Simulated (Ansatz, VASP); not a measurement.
**Si in VASP and in Ansatz**

```
Si
1.0
    -1.64506    1.64506    1.29306
     1.64506   -1.64506    1.29306
     1.64506    1.64506   -1.29306
Si
1
Direct
  0.98158 0.97919 0.01654
```

Alike in both runs: task single point; functional LDA; k mesh 7 × 7 × 7; occupations fermi-dirac, width 0.2 eV; no spin polarisation.

```csv
,VASP,Ansatz
version,VASP 6.6.1,Ansatz 0.2.0
potentials or method,"VASP PAW LDA potentials, release 64 (Si), cutoff 520 eV","plane waves, PAW"
valence electrons in the cell,4,4
```

Ansatz gave:

| Quantity | Value |
| --- | --- |
| gap on the k mesh at the Fermi level (eV) | none |
| pressure (GPa) | 0.0 |
| traceless stress, the component that is largest in VASP (GPa) | 0.42 |

**Question.** Estimate VASP's values.

**Answer.** gap on the k mesh at the Fermi level (eV): none; pressure (GPa): 0.1; traceless stress, the component that is largest in VASP (GPa): 0.42.

LDA's correlation is that of Perdew and Zunger in VASP and of Perdew and Wang (1992) in Ansatz. A gap of «none» marks a metal or a gap that the smearing closes.

The k mesh is coarse, so the values compare programs but aren't converged.
